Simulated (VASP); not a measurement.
Set up this calculation in VASP 6.6.1, as the native input.

* Task: single point
* Functional: r2SCAN
* Potentials or basis: VASP PAW PBE potentials, release 64 (Hg, Te)
* Cutoff: 520 eV
* k mesh: 10 × 10 × 10
* Occupations: gaussian, width 0.05 eV
* Spin: no spin polarisation
* Dipole correction: no
* Further INCAR settings: ALGO = Normal; EDIFF = 1e-06; NBANDS = 16

HgTe:

```
Hg Te
1.0
     0.00000    3.30784    3.30784
     3.30784    0.00000    3.30784
     3.30784    3.30784    0.00000
Hg Te
1 1
Cartesian
  0.0000 0.0000 0.0000
  1.6539 1.6539 1.6539
```

These files were run (other wordings do the same):

POSCAR

```
HgTe
1.0
    0.0000000000      3.3078380044      3.3078380044
    3.3078380044      0.0000000000      3.3078380044
    3.3078380044      3.3078380044      0.0000000000
Hg Te
1 1
Direct
    0.0000000000      0.0000000000      0.0000000000
    0.2500000000      0.2500000000      0.2500000000
```

INCAR.step1

```
SYSTEM = HgTe
PREC = Accurate
ENCUT = 520
ISMEAR = 0
SIGMA = 0.05
LREAL = .FALSE.
LASPH = .TRUE.
NELM = 80
NBANDS = 16
GGA = PE
ALGO = Normal
EDIFF = 1E-4
LWAVE = .TRUE.
LCHARG = .FALSE.
```

INCAR.step2

```
SYSTEM = HgTe
PREC = Accurate
ENCUT = 520
EDIFF = 1E-6
ISMEAR = 0
SIGMA = 0.05
LREAL = .FALSE.
LASPH = .TRUE.
NELM = 80
ALGO = Normal
ISIF = 2
LWAVE = .FALSE.
LCHARG = .FALSE.
METAGGA = R2SCAN
LMIXTAU = .TRUE.
NBANDS = 16
ISTART = 1
```

KPOINTS

```
Automatic mesh
0
G
  10 10 10
  0 0 0
```

Potentials or basis: VASP PAW PBE potentials, release 64 (Hg, Te).

Launch:

```console
$ cat potpaw_PBE.64/Hg/POTCAR potpaw_PBE.64/Te/POTCAR > POTCAR
$ cp INCAR.step1 INCAR
$ mpirun -np 1 vasp_std > vasp.out
$ cp INCAR.step2 INCAR
$ mpirun -np 1 vasp_std > vasp.out
```

Results of the run:

```json
{
 "Pressure": "-0.7 GPa",
 "Band gap on the k mesh": "zero (filled and empty bands touch)"
}
```

Caveat: semilocal functionals underestimate gaps, so a narrow gap can read as zero; the PAW data sets were made with another functional, which shifts forces and pressure a little; spin-orbit coupling is left out, which moves the levels of the heavy elements.

Run time: 76 s on 1 thread of Intel(R) Xeon(R) 6975P-C (Granite Rapids), with other jobs on the host, peak memory 0.25 GiB.
